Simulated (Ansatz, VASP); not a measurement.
**Sb in VASP and in Ansatz**

```
CELL_PARAMETERS angstrom
-1.48507 1.50988 2.48000
1.50988 -1.48507 2.48000
1.50012 1.50012 -2.46495
ATOMIC_POSITIONS crystal
Sb 0.00000 0.00000 0.00000
```

Change from the starting cell: equal xy, yz and zx shear strains of +1 %.

Alike in both runs: task single point; functional PBE; k mesh 19 × 19 × 19; occupations fermi-dirac, width 0.05 eV; no spin polarisation.

|  | VASP | Ansatz |
| --- | --- | --- |
| version | VASP 6.6.1 | Ansatz 0.2.0 |
| potentials or method | VASP PAW PBE potentials, release 64 (Sb), cutoff 520 eV | all-electron LAPW, scalar-relativistic |

|  | VASP | Ansatz | Ansatz less VASP |
| --- | --- | --- | --- |
| pressure (GPa) | 19.2 | 19.3 | +0.04 |
| traceless stress, the component that is largest in VASP (GPa) | -1.42 | -1.33 | +0.087 |

Ansatz ran all-electron here, and VASP with PAW potentials.

Neither program's run includes spin-orbit coupling.
